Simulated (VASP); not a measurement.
AgAuC4N4: single point with PBE

Crystal: AgAuC4N4.

```
Ag C Au N
1.0
     6.24791    0.00000    0.00000
     0.00000    6.24791    0.00000
     0.00000    0.00000    6.24791
Ag C Au N
1 4 1 4
Direct
  0.50000 0.50000 0.50000
  0.19163 0.19163 0.19163
  0.19163 0.80837 0.80837
  0.80837 0.19163 0.80837
  0.80837 0.80837 0.19163
  0.00000 0.00000 0.00000
  0.29986 0.29986 0.29986
  0.29986 0.70014 0.70014
  0.70014 0.29986 0.70014
  0.70014 0.70014 0.29986
```

- Program: VASP 6.6.1
- Task: single point
- Functional: PBE
- Potentials or basis: VASP PAW PBE potentials, release 64 (Ag, C, Au, N)
- Cutoff: 520 eV
- k mesh: 4 × 4 × 4
- Occupations: gaussian, width 0.1 eV
- Spin: no spin polarisation

```yaml
Pressure: 0.3 GPa
Largest_force: 0.381 eV/Å
Band_gap_on_the_k_mesh: zero (bands 29 and 30 overlap by 0.48 eV)
```

Forces in eV/Å, atoms in the order of the input:
```
Ag   0.000  0.000  0.000
C   -0.220 -0.220 -0.220
C   -0.220  0.220  0.220
C    0.220 -0.220  0.220
C    0.220  0.220 -0.220
Au   0.000  0.000  0.000
N    0.215  0.215  0.215
N    0.215 -0.215 -0.215
N   -0.215  0.215 -0.215
N   -0.215 -0.215  0.215
```

Levels at points of the mesh, in eV from the Fermi level:
```csv
k point,band 27,band 28,band 29,band 30,band 31,band 32
"(0.00, 0.00, 0.00)",-0.81,-0.37,-0.37,-0.37,5.37,5.37
"(0.50, 0.00, 0.00)",-0.70,-0.26,0.11,0.11,5.30,5.30
"(0.50, 0.50, 0.00)",-0.72,-0.28,0.08,0.08,5.52,5.56
"(0.50, 0.50, 0.50)",-0.83,-0.31,-0.31,-0.31,5.62,5.62
```

It took 2.8 min on 1 thread of Oxide Virtual Turin-like Processor (shared host), peak memory 0.34 GiB.

Caveat: spin-orbit coupling is left out, which moves the levels of the heavy elements.
